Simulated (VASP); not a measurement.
PbSe (Clausthalite): single point with r2SCAN

PbSe (Clausthalite):

```xyz
2
Lattice="0.0000 3.0585 3.0585 3.0585 0.0000 3.0585 3.0585 3.0585 0.0000" Properties=species:S:1:pos:R:3 pbc="T T T"
Pb    0.0000    0.0000    0.0000
Se    3.0585    3.0585    3.0585
```

This cell differs from its parent crystal: volume scaled by 0.97.

```yaml
Program: VASP 6.6.1
Task: single point
Functional: r2SCAN
Potentials_or_basis: VASP PAW PBE potentials, release 64 (Pb_d, Se)
Cutoff: 550 eV
k_mesh: 10 × 10 × 10
Occupations: gaussian, width 0.02 eV
Spin: no spin polarisation
```

The pressure is 1.7 GPa. The band gap on the k mesh is 0.57 eV, direct.

Levels at points of the mesh, in eV from the valence-band top:
| k point | band 8 | band 9 | band 10 | band 11 | band 12 | band 13 |
| --- | --- | --- | --- | --- | --- | --- |
| (0.00, 0.00, 0.00) | -2.05 | -2.05 | -2.05 | 5.04 | 5.04 | 5.04 |
| (0.50, 0.00, 0.00) | -1.62 | -1.62 | 0.00 | 0.57 | 1.90 | 1.90 |
| (0.50, 0.50, 0.00) | -5.18 | -3.41 | -3.41 | 4.00 | 6.00 | 6.00 |

It took 84 s on 1 thread of Intel(R) Xeon(R) 6975P-C (Granite Rapids), with other jobs on the host, peak memory 0.23 GiB.

Caveat: the PAW data sets were made with another functional, which shifts forces and pressure a little; spin-orbit coupling is left out, which moves the levels of the heavy elements. A k mesh can miss the band edges.
